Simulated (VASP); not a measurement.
A run of VASP 6.6.1 is set up as follows.

Contents of POSCAR:

```
KF
1.0
    3.1935995100      0.0147287678      0.0147287678
    0.0147287678      3.1935995100      0.0147287678
    0.0147287678      0.0147287678      3.1935995100
K F
1 1
Direct
    0.0000000000      0.0000000000      0.0000000000
    0.5000000000      0.5000000000      0.5000000000
```

The input INCAR.step1:

```
  PREC = Accurate
  ENCUT = 520
  ISMEAR = 0
  SIGMA = 0.01
  LREAL = F
  LASPH = T
  NELM = 60
  NBANDS = 15
  GGA = PE
  ALGO = Normal
  EDIFF = 1E-4
  LWAVE = T
  LCHARG = F
```

File INCAR.step2:

```
  PREC = Accurate
  ENCUT = 520
  EDIFF = 1E-6
  ISMEAR = 0
  SIGMA = 0.01
  LREAL = F
  LASPH = T
  NELM = 60
  ALGO = Normal
  ISIF = 2
  LWAVE = F
  LCHARG = T
  METAGGA = R2SCAN
  LMIXTAU = T
  LELF = T
  LVHAR = T
  NBANDS = 15
  ISTART = 1
```

Contents of KPOINTS:

```
Automatic mesh
0
Gamma
  8 8 8
```

Potentials or basis: VASP PAW PBE potentials, release 64 (K_sv, F).

Command:

```sh
$ cat potpaw_PBE.64/K_sv/POTCAR potpaw_PBE.64/F/POTCAR > POTCAR
$ cp INCAR.step1 INCAR
$ mpirun -np 1 vasp_std > vasp.out
$ cp INCAR.step2 INCAR
$ mpirun -np 1 vasp_std > vasp.out
```

What does it give for the band gap on the k mesh?

7.62 eV (least direct gap 7.65 eV).

What does it give for the pressure?

-0.6 GPa.

Stress tensor (GPa, compression positive):
```
-0.56 -0.10 -0.10
-0.10 -0.56 -0.10
-0.10 -0.10 -0.56
```

Caveat: the cell differs from its parent crystal (strain along [111] +1.4%); the structure was generated, so it needn't be the stable form of KF; the PAW data sets were made with another functional, which shifts forces and pressure a little. A k mesh can miss the band edges.
